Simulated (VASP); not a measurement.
Input of a VASP 6.6.1 run:

INCAR

```
SYSTEM = KBr
PREC     = Accurate       ! precision mode
ENCUT    = 400            ! plane-wave cutoff, eV
EDIFF    = 1E-6           ! SCF threshold, eV
ISMEAR   = -1             ! smearing method
SIGMA    = 0.02           ! smearing width, eV
LREAL    = .FALSE.        ! projectors in reciprocal space
LASPH    = .TRUE.         ! aspherical terms in the spheres
NELM     = 120            ! most SCF steps
ALGO     = Normal         ! electronic algorithm
ISIF     = 2              ! what is computed and relaxed
LWAVE    = .FALSE.        ! write WAVECAR
LCHARG   = .TRUE.         ! write CHGCAR
LELF     = .TRUE.         ! ELF
LVHAR    = .TRUE.       
NBANDS   = 15             ! bands
GGA_COMPAT= .FALSE.
```

The input KPOINTS:

```
regular mesh
0
G
  6 6 6
  0 0 0
```

Contents of POSCAR:

```
KBr
1.0
    4.0434990000      0.0000000000      0.0000000000
    0.0000000000      4.0434990000      0.0000000000
    0.0000000000      0.0000000000      4.0434990000
K Br
1 1
Direct
    0.8333332097      0.0000000000      0.0000000000
    0.4999998763      0.4999998763      0.4999998763
```

Potentials or basis: VASP PAW LDA potentials, release 64 (K_sv, Br).

The run is started by

```bash
$ cat potpaw_LDA.64/K_sv/POTCAR potpaw_LDA.64/Br/POTCAR > POTCAR
$ mpirun -np 1 vasp_std > vasp.out
```

(1) Predict the band gap on the k mesh.

(2) Predict the pressure.

(3) Predict the largest force.

Answers

(1) 3.56 eV, indirect (least direct gap 3.85 eV).

(2) -0.8 GPa.

(3) 0.269 eV/Å.
